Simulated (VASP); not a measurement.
Runs of VASP 6.6.1 on LiH. It takes space group Pm-3m (No. 221, cubic). Conventional cell: a = 2.502 Å, b = 2.502 Å, c = 2.502 Å, α = 90.00°, β = 90.00°, γ = 90.00°. Li (site symmetry m-3m) has 8 H at 2.17 Å and 6 Li at 2.50 Å within 2.9 Å. Within 2.9 Å of H (site symmetry m-3m) lie 8 Li at 2.17 Å and 6 H at 2.50 Å. 

| level | k mesh | grid for exact exchange (PRECFOCK) | screening parameter | gap on the mesh (eV) |
| --- | --- | --- | --- | --- |
| PBE | 6 × 6 × 6 | - | - | 0.72 |
| HSE06 | 6 × 6 × 6 | Normal | 0.2079 1/Å | 1.43 |
| r2SCAN | 6 × 6 × 6 | - | - | (a) |
| PBE | 10 × 10 × 10 | - | - | (b) |
| PBE0 | 6 × 6 × 6 | Normal | - | 2.18 |

Alike in all rows: task single point; potentials or basis VASP PAW PBE potentials, release 64 (Li_sv, H); no spin polarisation; cell as given; cutoff (eV) 520; smearing gaussian 0.01 eV.

Question: Fill in the values left out.

Answer: (a) 1.29; (b) 0.73.

A k mesh can miss the band edges.
